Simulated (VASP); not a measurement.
Br, 1 atom in the cell. The structure is cubic, space group Pm-3m (No. 221). The conventional cell has a = 2.986 Å, b = 2.986 Å, c = 2.986 Å, α = 90.00°, β = 90.00°, γ = 90.00°. Br (site symmetry m-3m) has 6 Br at 2.99 Å within 3.9 Å. 

* Program: VASP 6.6.1
* Task: single point
* Functional: PBEsol
* Potentials or basis: VASP PAW PBE potentials, release 64 (Br)
* Cutoff: 520 eV
* k mesh: 12 × 12 × 12, shifted
* Occupations: fermi-dirac, width 0.1 eV
* Spin: no spin polarisation
* Dipole correction: no
* Further INCAR settings: ALGO = Normal; EDIFF = 1e-06; NBANDS = 10; ISYM = 0

Potentials or basis: VASP PAW PBE potentials, release 64 (Br).

Command:

```sh
$ cat potpaw_PBE.64/Br/POTCAR > POTCAR
$ mpirun -np 1 vasp_std > vasp.out
```

Hardware: 1 thread of Intel(R) Xeon(R) Platinum 8488C (Sapphire Rapids), on a shared host.

How long does it take, and how much memory?

Run time: 56 s on 1 thread of Intel(R) Xeon(R) Platinum 8488C (Sapphire Rapids) (shared host), peak memory 0.31 GiB. Counts: scf iterations 10, k points 864.
